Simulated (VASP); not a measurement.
A run of VASP 6.6.1 is set up as follows.

Contents of INCAR:

```
SYSTEM = Pt
  ALGO = Fast
  EDIFF = 1E-7
  ENCUT = 520
  GGA = PS
  ISIF = 2
  ISMEAR = 0
  LASPH = .TRUE.
  LCHARG = .FALSE.
  LREAL = .FALSE.
  LWAVE = .FALSE.
  NBANDS = 17
  NELM = 60
  PREC = Accurate
  SIGMA = 0.15
```

KPOINTS

```
k-points
0
G
  18 18 10
  0 0 0
```

POSCAR

```
Pt
1.0
    2.7251897179     -0.1090075887      0.0000000000
   -1.4569982000      2.4145873202      0.0000000000
    0.0000000000      0.0000000000      5.0519393331
Pt
2
Direct
    0.6666666667      0.3333333333      0.7500000000
    0.3333333333      0.6666666667      0.2500000000
```

Potentials or basis: VASP PAW PBE potentials, release 64 (Pt).

Launch:

```bash
$ cat potpaw_PBE.64/Pt/POTCAR > POTCAR
$ mpirun -np 1 vasp_std > vasp.out
```

Task: Predict the pressure.

Result: -12.1 GPa.

Task: What does it give for the band gap on the k mesh?

Result: Zero (bands 10 and 11 overlap by 1.64 eV).

Task: Predict the largest force.

Result: 0.042 eV/Å.

Forces in eV/Å, atoms in the order of the input:
```
Pt   0.040 -0.013  0.000
Pt  -0.040  0.013  0.000
```

Caveat: the cell differs from its parent crystal (engineering shear strain xy -0.0800, normal strain along z +0.0733); the cell stands under tension; the PAW data sets were made with another functional, which shifts forces and pressure a little; spin-orbit coupling is left out, which moves the levels of the heavy elements.
